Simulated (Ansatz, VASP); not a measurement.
KF in VASP and in Ansatz

```xyz
2
Lattice="-0.0558 2.5948 2.5948 2.5948 -0.0558 2.5948 2.5948 2.5948 -0.0558" Properties=species:S:1:pos:R:3 pbc="T T T"
K     0.0000    0.0000    0.0000
F     2.5669    2.5669    2.5669
```

Alike in both runs: task single point; functional LDA; k mesh 8 × 8 × 8; occupations gaussian, width 0.05 eV; no spin polarisation.

```csv
,VASP,Ansatz
version,VASP 6.6.1,Ansatz 0.2.0
potentials or method,"VASP PAW LDA potentials, release 64 (K_sv, F), cutoff 520 eV","scalar-relativistic, plane waves, PAW"
valence electrons in the cell,16,16
```

|  | VASP | Ansatz | Ansatz less VASP |
| --- | --- | --- | --- |
| gap on the k mesh at the Fermi level (eV) | 6.06 | 6.08 | +0.018 |
| least direct gap on the mesh (eV) | 6.06 | 6.08 | +0.018 |
| pressure (GPa) | -1.7 | -1.9 | -0.16 |
| traceless stress, the component that is largest in VASP (GPa) | 0.29 | 0.29 | +0.005 |

LDA's correlation is that of Perdew and Zunger in VASP and of Perdew and Wang (1992) in Ansatz.
